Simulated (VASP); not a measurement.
# FeCo3 (P4/mmm) in VASP: notebook, part 2 of 2

VASP 6.6.1. The steps go on from the part before.

## (3) Single point, PBEsol, collinear spin, ferromagnetic start

This run uses another cell than the first one, of 72.47 Å³/atom.

INCAR

```
SYSTEM = FeCo3
PREC = Accurate
ENCUT = 520
EDIFF = 1E-6
ISMEAR = 0
SIGMA = 0.1
LREAL = .False.
LASPH = .True.
NELM = 150
ALGO = Normal
ISIF = 2
LWAVE = .False.
LCHARG = .False.
ISPIN = 2
MAGMOM = 2.67 1.82 1.9 1.82
LORBIT = 11
LMAXMIX = 4
GGA = PS
NBANDS = 30
```

KPOINTS

```
Automatic mesh
0
Gamma
  4 4 2
  0 0 0
```

POSCAR

```
FeCo3
1.0
    4.6600853779      0.0000000000      0.0000000000
    0.0000000000      4.6600853779      0.0000000000
    0.0000000000      0.0000000000     13.3480083224
Fe Co
1 3
Direct
    0.0000000000      0.0000000000      0.0000000000
    0.5000000000      0.5000000000      0.7454040000
    0.0000000000      0.0000000000      0.5000000000
    0.5000000000      0.5000000000      0.2545960000
```

Potentials or basis: VASP PAW PBE potentials, release 64 (Fe, Co).

Run with:

```console
$ cat potpaw_PBE.64/Fe/POTCAR potpaw_PBE.64/Co/POTCAR > POTCAR
$ mpirun -np 1 vasp_std > vasp.out
```

OUTCAR:

```text
SYSTEM = FeCo3
   PREC = Accurate
   ENCUT = 520
   EDIFF = 1E-6
   ISMEAR = 0
   LREAL = .False.
   LASPH = .True.
   NELM = 150
   ISIF = 2
   ISPIN = 2
   LORBIT = 11
   GGA = PS

 ion  position               nearest neighbor table
   1  0.000  0.000  0.000-
   2  0.500  0.500  0.745-
   3  0.000  0.000  0.500-
   4  0.500  0.500  0.255-

  LATTYP: Found a simple tetragonal cell.
 ALAT       =     4.6600853779
 C/A-ratio  =     2.8643269897

  Lattice vectors:

 A1 = (   4.6600853779,   0.0000000000,   0.0000000000)
 A2 = (   0.0000000000,   4.6600853779,   0.0000000000)
 A3 = (   0.0000000000,   0.0000000000,  13.3480083224)

Analysis of symmetry for initial positions (statically):
=====================================================================
 Subroutine PRICEL returns:
 Original cell was already a primitive cell.

 Routine SETGRP: Setting up the symmetry group for a
 simple tetragonal supercell.

 Subroutine GETGRP returns: Found 16 space group operations
 (whereof 16 operations were pure point group operations)
 out of a pool of 16 trial point group operations.

The static configuration has the point symmetry D_4h.

Analysis of symmetry for dynamics (positions and initial velocities):
=====================================================================
 Subroutine PRICEL returns:
 Original cell was already a primitive cell.

 Routine SETGRP: Setting up the symmetry group for a
 simple tetragonal supercell.

 Subroutine GETGRP returns: Found 16 space group operations
 (whereof 16 operations were pure point group operations)
 out of a pool of 16 trial point group operations.

The dynamic configuration has the point symmetry D_4h.

Analysis of structural, dynamic, and magnetic symmetry:
=====================================================================
 Subroutine PRICEL returns:
 Original cell was already a primitive cell.

 Routine SETGRP: Setting up the symmetry group for a
 simple tetragonal supercell.

 Subroutine GETGRP returns: Found 16 space group operations
 (whereof 16 operations were pure point group operations)
 out of a pool of 16 trial point group operations.

The overall configuration has the point symmetry D_4h.

 Subroutine INISYM returns: Found 16 space group operations
 (whereof 16 operations are pure point group operations),
 and found     1 'primitive' translations

----------------------------------------------------------------------------------------

                                     Primitive cell

  volume of cell :     289.8706

  direct lattice vectors                    reciprocal lattice vectors
     4.660085378  0.000000000  0.000000000     0.214588343  0.000000000  0.000000000
     0.000000000  4.660085378  0.000000000     0.000000000  0.214588343  0.000000000
     0.000000000  0.000000000 13.348008322     0.000000000  0.000000000  0.074917544

  length of vectors
     4.660085378  4.660085378 13.348008322     0.214588343  0.214588343  0.074917544

  position of ions in fractional coordinates (direct lattice)
     0.000000000  0.000000000  0.000000000
     0.500000000  0.500000000  0.745404000
     0.000000000  0.000000000  0.500000000
     0.500000000  0.500000000  0.254596000
[... 65 lines left out ...]
   NELM   =    150;   NELMIN=  2; NELMDL= -5     # of ELM steps
   EDIFF  = 0.1E-05   stopping-criterion for ELM
   LREAL  =      F    real-space projection
   EDIFFG = 0.1E-04   stopping-criterion for IOM
   NSW    =      0    number of steps for IOM
   IBRION =     -1    ionic relax: 0-MD 1-quasi-New 2-CG
   NFREE  =      0    steps in history (QN), initial steepest desc. (CG)
   ISIF   =      2    stress and relaxation
   ISYM   =      2    0-nonsym 1-usesym 2-fastsym
   POTIM  = 0.5000    time-step for ionic-motion
   TEBEG  =    0.0;   TEEND  =   0.0 temperature during run
   PSTRESS=    0.0 pullay stress
   NELECT =      35.0000    total number of electrons
   NUPDOWN=      -1.0000    fix difference up-down
   EMIN   =  10.00;   EMAX   =-10.00  energy-range for DOS
   EFERMI =   0.00;   METHOD = LEGACY
   ISMEAR =     0;   SIGMA  =   0.10  broadening in eV -4-tet -1-fermi 0-gaus
   EFERMI_NEDOS =   21; number of points for ismear=-14 and -15
   IALGO  =     38    algorithm
   IMIX   =      4    mixing-type and parameters
     AMIX     =   0.40;   BMIX     =  1.00
     AMIX_MAG =   1.60;   BMIX_MAG =  1.00
  volume/ion in A,a.u.               =      72.47       489.04
  Fermi-wavevector in a.u.,A,eV,Ry     =   0.809151  1.529073  8.908074  0.654725
  Thomas-Fermi vector in A             =   1.918088
   LORBIT       =     11    0 simple, 1 ext, 2 COOP (PROOUT), +10 PAW based schemes
   GGA     = PS    functional components
   LHFCALC =     F    Hartree Fock is set to
   AEXX    =    0.0000 exact exchange contribution
   IVDW    =     0    specifies the selected vdW correction
   LEPSILON=     F    determine dielectric tensor
   LRPA    =     F    only Hartree local field effects (RPA)
 spin polarized calculation
 Gauss-broadening in eV      SIGMA  =   0.10
  energy-cutoff  :      520.00
  volume of cell :      289.87
 maximum number of plane-waves:      7842
 NGX is ok and might be reduce to    36
   NGX = 17   NGY = 17   NGZ = 49

 number of electron      35.0000002 magnetization       9.7693023

 number of electron      35.0000001 magnetization      12.4182253

 Free energy of the ion-electron system (eV)
  ---------------------------------------------------
  ext. energy  EPLUGINS =         0.00000000
  ---------------------------------------------------
  free energy    TOTEN  =        -9.83261377 eV

  energy without entropy =       -9.45253000  energy(sigma->0) =       -9.64257188

 E-fermi :  -1.9986     XC(G=0):  -5.5828

 val. band max:       -2.0011634513   @ k =   0.2500   0.2500   0.0000
 cond. band min:      -1.9977403025   @ k =   0.5000   0.2500   0.0000
 fundamental gap:      0.0034231488
 Fermi energy:        -1.9985875201

 spin component 1

 k-point     1 :       0.0000    0.0000    0.0000
  band No.  band energies     occupation
      1      -5.3305      1.00000
      2      -5.3290      1.00000
      3      -5.2930      1.00000
      4      -5.2930      1.00000
      5      -5.2255      1.00000
      6      -4.4375      1.00000
[... 373 lines left out ...]
     28       0.1521      0.00000
     29       1.5552      0.00000
 Fermi energy:        -1.9985875201

 spin component 2

 k-point     1 :       0.0000    0.0000    0.0000
  band No.  band energies     occupation
      1      -3.7304      1.00000
      2      -2.9673      1.00000
      3      -2.9186      1.00000
      4      -2.1797      0.99479
      5      -2.1177      0.95401
      6      -2.0774      0.86761
[... 373 lines left out ...]
     28       0.6010      0.00000
     29       2.1514      0.00000
 [bands above 29 left out]

------------------------ aborting loop because EDIFF is reached ----------------------------------------

  FORCE on cell =-STRESS in cart. coord.  units (eV):
  Direction    XX          YY          ZZ          XY          YZ          ZX
  --------------------------------------------------------------------------------------
  -------------------------------------------------------------------------------------
  Total       -4.9391030     -4.9391030     -4.7442721      0.0000000      0.0000000     -0.0000000
  in kB      -27.2994848    -27.2994848    -26.2226126      0.0000000      0.0000000     -0.0000000
  external PRESSURE =     -26.9405274 kB  Pullay stress =       0.0000000 kB

 VOLUME and BASIS-vectors are now :
 -----------------------------------------------------------------------------
  energy-cutoff  :      520.00
  volume of cell :      289.87
      direct lattice vectors                 reciprocal lattice vectors
     4.660085378  0.000000000  0.000000000     0.214588343  0.000000000  0.000000000
     0.000000000  4.660085378  0.000000000     0.000000000  0.214588343  0.000000000
     0.000000000  0.000000000 13.348008322     0.000000000  0.000000000  0.074917544

 POSITION                                       TOTAL-FORCE (eV/Angst)
 -----------------------------------------------------------------------------------
      0.00000      0.00000      0.00000        -0.000000     -0.000000      0.000000
      2.33004      2.33004      9.94966         0.000000      0.000000     -0.009798
      0.00000      0.00000      6.67400        -0.000000     -0.000000      0.000000
      2.33004      2.33004      3.39835        -0.000000      0.000000      0.009798
 -----------------------------------------------------------------------------------
    total drift:                                0.000000      0.000000      0.000000

  FREE ENERGIE OF THE ION-ELECTRON SYSTEM (eV)
  ---------------------------------------------------
  free  energy   TOTEN  =        -9.8326137706 eV

  energy  without entropy=       -9.4525299974  energy(sigma->0) =       -9.64257188

 total charge

# of ion       s       p       d       tot
------------------------------------------
    1        0.458   0.013   5.955   6.425
    2        0.406   0.010   7.137   7.552
    3        0.399   0.010   7.143   7.552
    4        0.406   0.010   7.137   7.552
--------------------------------------------------
tot          1.669   0.042  27.371  29.081

 magnetization (x)

# of ion       s       p       d       tot
------------------------------------------
    1        0.218   0.002   3.445   3.665
    2        0.179   0.001   2.284   2.464
    3        0.186   0.001   2.279   2.466
    4        0.179   0.001   2.284   2.464
--------------------------------------------------
tot          0.762   0.005  10.291  11.059
```

OSZICAR:

```text
N       E                     dE             d eps       ncg     rms          rms(c)
DAV:   1     0.167089593860E+03    0.16709E+03   -0.11814E+04  1440   0.929E+02
DAV:   2    -0.317293169388E+01   -0.17026E+03   -0.15392E+03  1440   0.208E+02
[... 38 lines left out ...]
DAV:  41    -0.983261026604E+01   -0.91532E-04   -0.59124E-05  1524   0.544E-02    0.294E-01
DAV:  42    -0.983261866126E+01   -0.83952E-05   -0.47105E-05  1628   0.557E-02    0.204E-01
DAV:  43    -0.983261153327E+01    0.71280E-05   -0.24900E-05  1610   0.342E-02    0.467E-02
DAV:  44    -0.983261528830E+01   -0.37550E-05   -0.36147E-06   954   0.145E-02    0.105E-01
DAV:  45    -0.983261328001E+01    0.20083E-05   -0.21100E-06   964   0.139E-02    0.353E-02
DAV:  46    -0.983261449759E+01   -0.12176E-05   -0.55743E-07   828   0.680E-03    0.605E-02
DAV:  47    -0.983261377061E+01    0.72698E-06   -0.20612E-06   738   0.120E-02
   1 F= -.98326138E+01 E0= -.96425719E+01  d E =-.380084E+00  mag=    12.4181
```

stdout:

```text
POSCAR found type information on POSCAR FeCo
 POSCAR found :  2 types and       4 ions
 scaLAPACK will be used
 -----------------------------------------------------------------------------
|                                                                             |
|                                                                             |
|     You enforced a specific xc type in the INCAR file but a different       |
|     I HOPE YOU KNOW WHAT YOU ARE DOING!                                     |
|                                                                             |
 -----------------------------------------------------------------------------

 LDA part: xc-table for (Slater+PW92), standard interpolation
 POSCAR, INCAR and KPOINTS ok, starting setup
 FFT: planning ... GRIDC
 FFT: planning ... GRID_SOFT
 FFT: planning ... GRID
 WAVECAR not read
 entering main loop
```

Run time: 9 min. Hardware: 1 thread of Intel Xeon Platinum 8259CL at 2.50GHz (Skylake/Cascade Lake), shared host; peak memory 0.53 GiB.

Results:

| Item | Value |
| --- | --- |
| Free energy | -9.8326 eV |
| Pressure | -2.7 GPa |
| Largest force | 0.010 eV/Å |
| Net moment | 12.42 μB per cell |
| Site moments | Fe +3.67; Co +2.46, +2.47 (each value once) μB |
| Valence electrons inside the program's atomic spheres | Fe 6.42; Co 7.55 |

Forces on the atoms (eV/Å):
```
Fe   0.000  0.000  0.000
Co   0.000  0.000 -0.010
Co   0.000  0.000  0.000
Co   0.000  0.000  0.010
```

Stress tensor (GPa, compression positive):
```
-2.73  0.00  0.00
 0.00 -2.73  0.00
 0.00  0.00 -2.62
```

Levels at points of the mesh, in eV from the Fermi level:
Spin up:
| k point | band 20 | band 21 | band 22 | band 23 | band 24 | band 25 | band 26 | band 27 | band 28 | band 29 |
| --- | --- | --- | --- | --- | --- | --- | --- | --- | --- | --- |
| (0.00, 0.00, 0.00) | -2.21 | -2.20 | -1.72 | -1.55 | -0.07 | 1.76 | 4.10 | 4.24 | 4.42 | 4.42 |
| (0.50, 0.00, 0.00) | -2.21 | -1.14 | -0.84 | -0.66 | -0.58 | 1.26 | 1.36 | 2.66 | 2.79 | 3.44 |
| (0.50, 0.50, 0.00) | -2.20 | -0.33 | 0.07 | 0.12 | 0.14 | 1.80 | 1.80 | 2.62 | 2.62 | 2.80 |
| (0.00, 0.00, 0.50) | -2.21 | -2.20 | -2.12 | -0.85 | -0.65 | 2.58 | 2.78 | 4.52 | 4.52 | 4.76 |
| (0.50, 0.00, 0.50) | -2.21 | -1.12 | -0.72 | -0.72 | -0.70 | 1.64 | 1.82 | 1.89 | 1.94 | 4.56 |
| (0.50, 0.50, 0.50) | -2.20 | -0.32 | 0.11 | 0.11 | 0.11 | 1.93 | 1.93 | 2.15 | 2.15 | 3.55 |
Spin down:
```tsv
k point	band 9	band 10	band 11	band 12	band 13	band 14
(0.00, 0.00, 0.00)	-0.03	-0.01	-0.01	0.01	0.02	0.02
(0.50, 0.00, 0.00)	-0.03	-0.03	-0.02	0.00	0.01	0.03
(0.50, 0.50, 0.00)	-0.02	-0.02	0.01	0.04	0.07	0.08
(0.00, 0.00, 0.50)	-0.02	-0.01	0.00	0.00	0.01	0.02
(0.50, 0.00, 0.50)	-0.03	-0.01	-0.01	0.00	0.03	0.03
(0.50, 0.50, 0.50)	0.04	0.04	0.04	0.05	0.06	0.08
```

Caveat: the PAW data sets were made with another functional, which shifts forces and pressure a little.
